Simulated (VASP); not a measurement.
Input of a VASP 6.6.1 run:

Contents of INCAR:

```
ALGO = Fast
EDIFF = 1E-6
ENCUT = 520
GGA = CA
ISIF = 2
ISMEAR = 0
LASPH = T
LCHARG = F
LREAL = F
LWAVE = F
NBANDS = 10
NELM = 100
PREC = Accurate
SIGMA = 0.15
```

The input KPOINTS:

```
k-points
0
Gamma
  20 20 20
```

The input POSCAR:

```
Re
1.0
    0.0000000000      1.9750000000      1.9750000000
    1.9750000000      0.0000000000      1.9750000000
    1.9750000000      1.9750000000      0.0000000000
Re
1
Direct
    0.0000000000      0.0000000000      0.0000000000
```

Potentials or basis: VASP PAW LDA potentials, release 64 (Re).

The run is started by

```sh
$ cat potpaw_LDA.64/Re/POTCAR > POTCAR
$ mpirun -np 1 vasp_std > vasp.out
```

Question: Predict the pressure.

Answer: -23.1 GPa.
